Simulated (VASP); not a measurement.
Here is a VASP 6.6.1 calculation.

INCAR

```
  PREC = Accurate
  ENCUT = 500
  EDIFF = 1E-6
  ISMEAR = 0
  SIGMA = 0.0037
  LREAL = False
  LASPH = True
  NELM = 120
  ALGO = Normal
  ISIF = 2
  LWAVE = False
  LCHARG = False
  GGA = PE
  IVDW = 12
  NBANDS = 16
  GGA_COMPAT = False
```

File KPOINTS:

```
regular mesh
0
Gamma
  4 4 4
```

File POSCAR:

```
InSb
1.0
    0.0000000000      3.0735130000      3.0735130000
    3.0735130000      0.0000000000      3.0735130000
    3.0735130000      3.0735130000      0.0000000000
In Sb
1 1
Direct
    0.0000000000      0.0000000000      0.0000000000
    0.5000000000      0.5000000000      0.5000000000
```

Potentials or basis: VASP PAW PBE potentials, release 64 (In_d, Sb).

Launch:

```sh
$ cat potpaw_PBE.64/In_d/POTCAR potpaw_PBE.64/Sb/POTCAR > POTCAR
$ mpirun -np 1 vasp_std > vasp.out
```

What does it give for the dispersion energy per atom?

-0.394 eV.

Estimate the pressure.

-0.4 GPa.

Estimate the band gap on the k mesh.

zero (band 9 reaches 6.85 eV, above the bottom of band 10 at 4.47 eV).

Caveat: the k points lie up to 0.44 Å⁻¹ apart; spin-orbit coupling is left out, which moves the levels of the heavy elements; pairwise dispersion overbinds metals, which lowers pressure and volume.
